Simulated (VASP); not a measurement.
Set up this calculation in VASP 6.6.1, as the native input.

```yaml
Task: single point
Functional: PBE
Potentials_or_basis: VASP PAW PBE potentials, release 64 (Zr_sv, Ti_sv, N)
Cutoff: 600 eV
k_mesh: 12 × 12 × 4
Occupations: fermi-dirac, width 0.15 eV
Spin: no spin polarisation
Dipole_correction: no
Further_INCAR_settings: ALGO = Normal; EDIFF = 1e-06; NBANDS = 44
```

The structure of Zr3TiN4 lies in POSCAR:

```
Zr3TiN4
1.0
    3.2055393874      0.0000000000      0.0000000000
    0.0000000000      3.2055393874      0.0000000000
    0.0000000000      0.0000000000      9.0330151749
Zr Ti N
3 1 4
Direct
    0.0000000000      0.0000000000      0.7415285873
    0.0000000000      0.0000000000      0.2584714127
    0.5000000000      0.5000000000      0.0000000000
    0.5000000000      0.5000000000      0.5000000000
    0.0000000000      0.0000000000      0.5000000000
    0.5000000000      0.5000000000      0.2573546307
    0.0000000000      0.0000000000      0.0000000000
    0.5000000000      0.5000000000      0.7426453693
```

One way to write it, as run:

INCAR

```
SYSTEM = Zr3TiN4
  ALGO = Normal
  EDIFF = 1E-6
  ENCUT = 600
  GGA = PE
  GGA_COMPAT = .FALSE.
  ISIF = 2
  ISMEAR = -1
  LASPH = .TRUE.
  LCHARG = .TRUE.
  LELF = .TRUE.
  LREAL = .FALSE.
  LVHAR = .TRUE.
  LWAVE = .FALSE.
  NBANDS = 44
  NELM = 120
  PREC = Accurate
  SIGMA = 0.15
```

KPOINTS

```
k-points
0
G
  12 12 4
  0 0 0
```

Potentials or basis: VASP PAW PBE potentials, release 64 (Zr_sv, Ti_sv, N).

The run is started by

```sh
$ cat potpaw_PBE.64/Zr_sv/POTCAR potpaw_PBE.64/Ti_sv/POTCAR potpaw_PBE.64/N/POTCAR > POTCAR
$ mpirun -np 1 vasp_std > vasp.out
```

Results of the run:

```json
{"Pressure": "0.1 GPa", "Largest force": "0.011 eV/Å", "Band gap on the k mesh": "zero (bands 34 and 35 overlap by 3.09 eV)"}
```

It took 16 min on 1 thread of Oxide Virtual Turin-like Processor, with other jobs on the host, peak memory 0.44 GiB.
